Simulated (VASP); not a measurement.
# CdTe2 (I4/mcm) in VASP: single point with PBEsol

Aim: the single point of CdTe2 with PBEsol.

All numbers are computed with VASP 6.6.1; they aren't measurements. Logs are shortened: lines on timing, memory, paths and dates and some standing lists are left out, and cuts for length are marked.

## (1) The cell of the first run

It takes space group I4/mcm (No. 140, tetragonal). The conventional cell has a = 6.555 Å, b = 6.555 Å, c = 7.771 Å, α = 90.00°, β = 90.00°, γ = 90.00°. Cd (site symmetry 422) has 8 Te at 3.16 Å and 2 Cd at 3.89 Å within 4.2 Å. Within 3.7 Å of Te (site symmetry m2m) lie 5 Te at 2.80 to 3.53 Å and 4 Cd at 3.16 Å.

## (2) Single point, PBEsol

Contents of INCAR:

```
PREC     = Accurate       # precision mode
ENCUT    = 520            # plane-wave cutoff, eV
EDIFF    = 1E-7           # SCF threshold, eV
ISMEAR   = -1             # smearing method
SIGMA    = 0.15           # smearing width, eV
LREAL    = F              # projectors in reciprocal space
LASPH    = T              # aspherical terms in the spheres
NELM     = 80             # most SCF steps
ALGO     = Normal         # electronic algorithm
ISIF     = 2              # what is computed and relaxed
LWAVE    = F              # write WAVECAR
LCHARG   = F              # write CHGCAR
GGA      = PS             # functional
NBANDS   = 33             # bands
```

Contents of KPOINTS:

```
regular mesh
0
Gamma
  8 8 8
```

Contents of POSCAR:

```
CdTe2
1.0
   -3.2773769595      3.2773769595      3.8855625745
    3.2773769595     -3.2773769595      3.8855625745
    3.2773769595      3.2773769595     -3.8855625745
Cd Te
2 4
Direct
    0.7500000000      0.7500000000      0.0000000000
    0.2500000000      0.2500000000      0.0000000000
    0.3491986289      0.8491986289      0.1983972578
    0.8491986289      0.6508013711      0.5000000000
    0.6508013711      0.1508013711      0.8016027422
    0.1508013711      0.3491986289      0.5000000000
```

Potentials or basis: VASP PAW PBE potentials, release 64 (Cd, Te).

On the command line:

```
> cat potpaw_PBE.64/Cd/POTCAR potpaw_PBE.64/Te/POTCAR > POTCAR
> mpirun -np 1 vasp_std > vasp.out
```

OUTCAR:

```text
PREC = Accurate
   ENCUT = 520
   EDIFF = 1E-7
   ISMEAR = -1
   LREAL = F
   LASPH = T
   NELM = 80
   ISIF = 2
   GGA = PS

 ion  position               nearest neighbor table
   1  0.750  0.750  0.000-   3 3.16   5 3.16   4 3.16   6 3.16   4 3.16   5 3.16   6 3.16   3 3.16

   2  0.250  0.250  0.000-   3 3.16   5 3.16   4 3.16   6 3.16   6 3.16   4 3.16   5 3.16   3 3.16

   3  0.349  0.849  0.198-   5 2.80   2 3.16   1 3.16   1 3.16   2 3.16   4 3.53   6 3.53   6 3.53
                             4 3.53
   4  0.849  0.651  0.500-   6 2.80   1 3.16   2 3.16   1 3.16   2 3.16   3 3.53   5 3.53   5 3.53
                             3 3.53
   5  0.651  0.151  0.802-   3 2.80   2 3.16   1 3.16   1 3.16   2 3.16   6 3.53   4 3.53   4 3.53
                             6 3.53
   6  0.151  0.349  0.500-   4 2.80   2 3.16   1 3.16   2 3.16   1 3.16   3 3.53   5 3.53   5 3.53
                             3 3.53

  LATTYP: Found a body centered tetragonal cell.
 ALAT       =     6.5547539190
 C/A-ratio  =     1.1855708460

  Lattice vectors:

 A1 = (  -3.2773769595,   3.2773769595,   3.8855625745)
 A2 = (   3.2773769595,  -3.2773769595,   3.8855625745)
 A3 = (   3.2773769595,   3.2773769595,  -3.8855625745)

Analysis of symmetry for initial positions (statically):
=====================================================================
 Subroutine PRICEL returns:
 Original cell was already a primitive cell.

 Routine SETGRP: Setting up the symmetry group for a
 body centered tetragonal supercell.

 Subroutine GETGRP returns: Found 16 space group operations
 (whereof  8 operations were pure point group operations)
 out of a pool of 16 trial point group operations.

The static configuration has the point symmetry C_4h.
 The point group associated with its full space group is D_4h.

Analysis of symmetry for dynamics (positions and initial velocities):
=====================================================================
 Subroutine PRICEL returns:
 Original cell was already a primitive cell.

 Routine SETGRP: Setting up the symmetry group for a
 body centered tetragonal supercell.

 Subroutine GETGRP returns: Found 16 space group operations
 (whereof  8 operations were pure point group operations)
 out of a pool of 16 trial point group operations.

The dynamic configuration has the point symmetry C_4h.
 The point group associated with its full space group is D_4h.

 Subroutine INISYM returns: Found 16 space group operations
 (whereof  8 operations are pure point group operations),
 and found     1 'primitive' translations

----------------------------------------------------------------------------------------

                                     Primitive cell

  volume of cell :     166.9424

  direct lattice vectors                    reciprocal lattice vectors
    -3.277376960  3.277376960  3.885562575     0.000000000  0.152561029  0.128681495
     3.277376960 -3.277376960  3.885562575     0.152561029  0.000000000  0.128681495
     3.277376960  3.277376960 -3.885562575     0.152561029  0.152561029  0.000000000

  length of vectors
     6.048139878  6.048139878  6.048139878     0.199584054  0.199584054  0.215753876

  position of ions in fractional coordinates (direct lattice)
     0.750000000  0.750000000  0.000000000
     0.250000000  0.250000000  0.000000000
     0.349198629  0.849198629  0.198397258
     0.849198629  0.650801371  0.500000000
     0.650801371  0.150801371  0.801602742
     0.150801371  0.349198629  0.500000000

  ion indices of the primitive-cell ions
   primitive index   ion index
                 1           1
                 2           2
                 3           3
                 4           4
                 5           5
                 6           6

----------------------------------------------------------------------------------------

 KPOINTS: regular mesh

Automatic generation of k-mesh.
 Grid dimensions read from file:
 generate k-points for:    8    8    8

 Generating k-lattice:

  Cartesian coordinates                     Fractional coordinates (reciprocal lattice)
     0.000000000  0.019070129  0.016085187     0.125000000  0.000000000  0.000000000
     0.019070129  0.000000000  0.016085187     0.000000000  0.125000000  0.000000000
     0.019070129  0.019070129  0.000000000     0.000000000  0.000000000  0.125000000

  Length of vectors
     0.024948007  0.024948007  0.026969234

  Shift w.r.t. Gamma in fractional coordinates (k-lattice)
     0.000000000  0.000000000  0.000000000

 Subroutine IBZKPT returns following result:
 ===========================================

 Found     59 irreducible k-points:

 Following reciprocal coordinates:
            Coordinates               Weight
  0.000000  0.000000  0.000000      1.000000
  0.125000 -0.000000  0.000000      8.000000
  0.250000 -0.000000  0.000000      8.000000
  0.375000 -0.000000  0.000000      8.000000
  0.500000 -0.000000  0.000000      4.000000
  0.125000  0.125000  0.000000      8.000000
[... 16 lines left out ...]
  0.250000  0.125000  0.125000     16.000000
  0.375000  0.125000  0.125000      8.000000
 [... further k-points ...]
   k-points           NKPTS =     59   k-points in BZ     NKDIM =     59   number of bands    NBANDS=     33
   number of dos      NEDOS =    301   number of ions     NIONS =      6
   total plane-waves  NPLWV = 110592
   dimension x,y,z NGX =    48 NGY =   48 NGZ =   48
   dimension x,y,z NGXF=    96 NGYF=   96 NGZF=   96
   ions per type =               2   4
   NGX,Y,Z   is equivalent  to a cutoff of  13.19, 13.19, 13.19 a.u.
   NGXF,Y,Z  is equivalent  to a cutoff of  26.39, 26.39, 26.39 a.u.
 SYSTEM =  unknown system
   PREC   = accura    normal or accurate (medium, high low for compatibility)
   ISTART =      0    job   : 0-new  1-cont  2-samecut
   ICHARG =      2    charge: 1-file 2-atom 10-const
   ISPIN  =      1    spin polarized calculation?
   LNONCOLLINEAR =      F non collinear calculations
   LSORBIT =      F    spin-orbit coupling
   LASPH  =      T    aspherical Exc in radial PAW
   ENCUT  =  520.0 eV  38.22 Ry    6.18 a.u.  11.25 11.25 11.25*2*pi/ulx,y,z
   NELM   =     80;   NELMIN=  2; NELMDL= -5     # of ELM steps
   EDIFF  = 0.1E-06   stopping-criterion for ELM
   LREAL  =      F    real-space projection
   EDIFFG = 0.1E-05   stopping-criterion for IOM
   NSW    =      0    number of steps for IOM
   IBRION =     -1    ionic relax: 0-MD 1-quasi-New 2-CG
   NFREE  =      0    steps in history (QN), initial steepest desc. (CG)
   ISIF   =      2    stress and relaxation
   ISYM   =      2    0-nonsym 1-usesym 2-fastsym
   POTIM  = 0.5000    time-step for ionic-motion
   TEBEG  =    0.0;   TEEND  =   0.0 temperature during run
   PSTRESS=    0.0 pullay stress
   NELECT =      48.0000    total number of electrons
   NUPDOWN=      -1.0000    fix difference up-down
   EMIN   =  10.00;   EMAX   =-10.00  energy-range for DOS
   EFERMI =   0.00;   METHOD = LEGACY
   ISMEAR =    -1;   SIGMA  =   0.15  broadening in eV -4-tet -1-fermi 0-gaus
   EFERMI_NEDOS =   21; number of points for ismear=-14 and -15
   IALGO  =     38    algorithm
   IMIX   =      4    mixing-type and parameters
     AMIX     =   0.40;   BMIX     =  1.00
     AMIX_MAG =   1.60;   BMIX_MAG =  1.00
  volume/ion in A,a.u.               =      27.82       187.76
  Fermi-wavevector in a.u.,A,eV,Ry     =   1.080521  2.041888 15.885136  1.167525
  Thomas-Fermi vector in A             =   2.216514
   LORBIT       =      0    0 simple, 1 ext, 2 COOP (PROOUT), +10 PAW based schemes
   GGA     = PS    functional components
   LHFCALC =     F    Hartree Fock is set to
   AEXX    =    0.0000 exact exchange contribution
   IVDW    =     0    specifies the selected vdW correction
   LEPSILON=     F    determine dielectric tensor
   LRPA    =     F    only Hartree local field effects (RPA)
 non-spin polarized calculation
  energy-cutoff  :      520.00
  volume of cell :      166.94
 maximum number of plane-waves:      4526
 NGX is ok and might be reduce to    48
   NGX = 23   NGY = 23   NGZ = 23

 number of electron      48.0000002 magnetization

 Free energy of the ion-electron system (eV)
  ---------------------------------------------------
  ext. energy  EPLUGINS =         0.00000000
  ---------------------------------------------------
  free energy    TOTEN  =       -17.01368509 eV

  energy without entropy =      -16.91372940  energy(sigma->0) =      -16.96370725

 E-fermi :   5.7957     XC(G=0): -10.0779

 val. band max:        5.7937716361   @ k =  -0.2500   0.2500   0.1250
 cond. band min:       5.8360726698   @ k =  -0.3750   0.5000   0.2500
 fundamental gap:      0.0423010337
 Fermi energy:         5.7957307535

 k-point     1 :       0.0000    0.0000    0.0000
  band No.  band energies     occupation
      1      -7.6775      2.00000
      2      -5.6523      2.00000
      3      -4.8816      2.00000
      4      -4.8816      2.00000
      5      -2.9889      2.00000
      6      -2.9033      2.00000
[... 25 lines left out ...]
     32      11.7793      0.00000
     33      12.2039      0.00000

 k-point     2 :       0.1250   -0.0000    0.0000
  band No.  band energies     occupation
      1      -7.6143      2.00000
      2      -5.7812      2.00000
      3      -4.8684      2.00000
      4      -4.8108      2.00000
      5      -2.9823      2.00000
      6      -2.9277      2.00000
[... 25 lines left out ...]
     32      11.5126      0.00000
     33      11.9149      0.00000
[... 754 lines left out ...]
     32      10.9459      0.00000
     33      11.7396      0.00000

 k-point    24 :       0.3750    0.1250    0.1250
  band No.  band energies     occupation
      1      -6.7208      2.00000
      2      -6.7208      2.00000
      3      -4.9042      2.00000
      4      -4.9042      2.00000
      5      -2.9417      2.00000
      6      -2.9417      2.00000
[... 25 lines left out ...]
     32      10.5013      0.00000
     33      11.5003      0.00000

 [... further k-points ...]

------------------------ aborting loop because EDIFF is reached ----------------------------------------

  FORCE on cell =-STRESS in cart. coord.  units (eV):
  Direction    XX          YY          ZZ          XY          YZ          ZX
  --------------------------------------------------------------------------------------
  -------------------------------------------------------------------------------------
  Total        0.1901973      0.1901973      0.1509192      0.0000000      0.0000000      0.0000000
  in kB        1.8253591      1.8253591      1.4483999      0.0000000      0.0000000      0.0000000
  external PRESSURE =       1.6997060 kB  Pullay stress =       0.0000000 kB

 VOLUME and BASIS-vectors are now :
 -----------------------------------------------------------------------------
  energy-cutoff  :      520.00
  volume of cell :      166.94
      direct lattice vectors                 reciprocal lattice vectors
    -3.277376960  3.277376960  3.885562575     0.000000000  0.152561029  0.128681495
     3.277376960 -3.277376960  3.885562575     0.152561029  0.000000000  0.128681495
     3.277376960  3.277376960 -3.885562575     0.152561029  0.152561029  0.000000000

 POSITION                                       TOTAL-FORCE (eV/Angst)
 -----------------------------------------------------------------------------------
      0.00000      0.00000      5.82834         0.000000      0.000000     -0.000000
      0.00000      0.00000      1.94278         0.000000      0.000000     -0.000000
      2.28891     -0.98847      3.88556        -0.008201     -0.008201     -0.000000
      0.98847      2.28891      3.88556         0.008201     -0.008201     -0.000000
      0.98847      4.26584      0.00000         0.008201      0.008201      0.000000
      2.28891      0.98847     -0.00000        -0.008201      0.008201     -0.000000
 -----------------------------------------------------------------------------------
    total drift:                               -0.000000     -0.000000      0.000000

  FREE ENERGIE OF THE ION-ELECTRON SYSTEM (eV)
  ---------------------------------------------------
  free  energy   TOTEN  =       -17.0136850896 eV

  energy  without entropy=      -16.9137294028  energy(sigma->0) =      -16.96370725
```

It took 4 min on 1 thread of Intel Xeon Platinum 8375C at 2.90GHz (Ice Lake), shared host; peak memory 0.48 GiB.

What came out:

```yaml
Free_energy: -17.0137 eV
Pressure: 0.2 GPa
Largest_force: 0.012 eV/Å
Band_gap_on_the_k_mesh: zero (bands 24 and 25 overlap by 1.76 eV)
```

Forces on the atoms (eV/Å):
```
Cd   0.000  0.000  0.000
Cd   0.000  0.000  0.000
Te  -0.008 -0.008  0.000
Te   0.008 -0.008  0.000
Te   0.008  0.008  0.000
Te  -0.008  0.008  0.000
```

Levels at points of the mesh, in eV from the Fermi level:
| k point | band 21 | band 22 | band 23 | band 24 | band 25 | band 26 | band 27 | band 28 |
| --- | --- | --- | --- | --- | --- | --- | --- | --- |
| (0.00, 0.00, 0.00) | -3.10 | -2.57 | -2.24 | -2.16 | 0.56 | 0.90 | 2.47 | 2.47 |
| (0.50, 0.00, 0.00) | -1.50 | -1.50 | -0.81 | -0.81 | 0.60 | 0.60 | 1.39 | 1.39 |
| (0.50, 0.50, 0.00) | -2.51 | -1.25 | -0.94 | -0.73 | 0.30 | 1.22 | 2.16 | 2.19 |
| (0.50, 0.50, 0.50) | -1.17 | -0.64 | -0.64 | 1.04 | 1.68 | 2.46 | 2.46 | 3.46 |

Caveat: the PAW data sets were made with another functional, which shifts forces and pressure a little; spin-orbit coupling is left out, which moves the levels of the heavy elements.

The gap in the log of VASP goes by the Fermi energy; the results here count the filled bands.